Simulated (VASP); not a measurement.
Wanted: the native input for a VASP 6.6.1 run.

| Property | Result |
| --- | --- |
| Task | single point |
| Functional | PBE |
| Potentials or basis | VASP PAW PBE potentials, release 64 (Rh_pv) |
| Cutoff | 520 eV |
| k mesh | 18 × 18 × 10 |
| Occupations | fermi-dirac, width 0.1 eV |
| Spin | no spin polarisation |
| Dipole correction | no |
| Further INCAR settings | ALGO = Normal; EDIFF = 1e-07; NBANDS = 22 |

The structure of Rh lies in POSCAR:

```
Rh
1.0
    2.3909160360      0.0000000000      0.0000000000
   -1.1954580180      2.0705940255      0.0000000000
    0.0000000000      0.0000000000      3.8801047452
Rh
2
Direct
    0.3333333333      0.6666666667      0.2500000000
    0.6666666667      0.3333333333      0.7500000000
```

This isn't the form of Rh at room conditions, which is fcc.

The input as run:

INCAR

```
ALGO     = Normal         # electronic algorithm
EDIFF    = 1E-7           # SCF threshold, eV
ENCUT    = 520            # plane-wave cutoff, eV
GGA      = PE             # functional
ISIF     = 2              # what is computed and relaxed
ISMEAR   = -1             # smearing method
LASPH    = True           # aspherical terms in the spheres
LCHARG   = False          # write CHGCAR
LREAL    = False          # projectors in reciprocal space
LWAVE    = False          # write WAVECAR
NBANDS   = 22             # bands
NELM     = 100            # most SCF steps
PREC     = Accurate       # precision mode
SIGMA    = 0.1            # smearing width, eV
```

KPOINTS

```
k-points
0
Gamma
  18 18 10
```

Potentials or basis: VASP PAW PBE potentials, release 64 (Rh_pv).

The run is started by

```console
$ cat potpaw_PBE.64/Rh_pv/POTCAR > POTCAR
$ mpirun -np 1 vasp_std > vasp.out
```

It gave:

```
Pressure               : 257.3 GPa
Band gap on the k mesh : zero (bands 15 and 16 overlap by 4.19 eV)
```

Caveat: the cell stands under pressure.

Wall time 34 s on 1 thread of Intel(R) Xeon(R) 6975P-C (Granite Rapids) (shared host), peak memory 0.19 GiB.
